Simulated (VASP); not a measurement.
Input of a VASP 6.6.1 run:

File INCAR:

```
  PREC = Accurate
  ENCUT = 520
  EDIFF = 1E-6
  ISMEAR = -1
  SIGMA = 0.02
  LREAL = F
  LASPH = T
  NELM = 100
  ALGO = Normal
  ISIF = 2
  LWAVE = F
  LCHARG = T
  GGA = PE
  LELF = T
  LVHAR = T
  NBANDS = 46
```

Contents of KPOINTS:

```
Automatic mesh
0
Gamma
  6 6 6
```

POSCAR

```
InGa3As4
1.0
   -2.9293390672      2.9293390672      5.8499333111
    2.9293390672     -2.9293390672      5.8499333111
    2.9293390672      2.9293390672     -5.8499333111
Ga As In
3 4 1
Direct
    0.7500000000      0.2500000000      0.5000000000
    0.5000000000      0.5000000000      0.0000000000
    0.2500000000      0.7500000000      0.5000000000
    0.1325819758      0.6079966022      0.0000000000
    0.8674180242      0.8674180242      0.4754146264
    0.6079966022      0.1325819758      0.0000000000
    0.3920033978      0.3920033978      0.5245853736
    0.0000000000      0.0000000000      0.0000000000
```

Potentials or basis: VASP PAW PBE potentials, release 64 (Ga_d, As, In_d).

The run is started by

```sh
$ cat potpaw_PBE.64/Ga_d/POTCAR potpaw_PBE.64/As/POTCAR potpaw_PBE.64/In_d/POTCAR > POTCAR
$ mpirun -np 1 vasp_std > vasp.out
```

(1) What does it give for the pressure?

(2) Estimate the band gap on the k mesh.

(3) What does it give for the largest force?

## Answers

(1) 0.1 GPa.

(2) zero (filled and empty bands touch).

(3) 0.008 eV/Å.

Caveat: spin-orbit coupling is left out, which moves the levels of the heavy elements.
